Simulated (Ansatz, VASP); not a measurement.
# Ba2Os: VASP beside Ansatz

```
CELL_PARAMETERS angstrom
0.00000 3.66652 0.00000
3.66652 0.00000 0.00000
1.83326 1.83326 -6.94939
ATOMIC_POSITIONS crystal
Os 0.00000 0.00000 0.00000
Ba 0.37378 0.37378 0.25243
Ba 0.62622 0.62622 0.74757
```

Alike in both runs: functional PBEsol; k mesh 5 × 5 × 5; occupations methfessel-paxton of order 1, width 0.05 eV; collinear spin.

Ansatz relaxed the structure, and its values are those at the end. VASP's run is a single point on that final structure, the one shown.

```csv
,VASP,Ansatz
version,VASP 6.6.1,Ansatz 0.2.0
potentials or method,"VASP PAW PBE potentials, release 64 (Os, Ba_sv), cutoff 520 eV",PAW plane waves
valence electrons in the cell,28,36
```

```csv
,VASP,Ansatz,Ansatz less VASP
gap on the k mesh at the Fermi level (eV),none,none,-
pressure (GPa),1.8,0.0,-1.76
rms of the force components (eV/Å),0.123,0.000,-0.1231
net moment per atom (μB),0.03,0.03,-0.001
size of the moment on the site where the two differ most (μB),0.09,0.09,-0.004
```

VASP's potentials were made for PBE, not for PBEsol. Site moments also hang on the region over which each program counts them. A gap of «none» marks a metal or a gap that the smearing closes. One of these differences is far larger than is usual between the two programs; its cause wasn't traced. VASP's potentials hold 28 valence electrons a cell and Ansatz's 36, so a difference there can come from the potentials and not from the codes. Ansatz's warnings: seeded moment not kept, structure snapped to symmetry.

Neither program's run includes spin-orbit coupling.
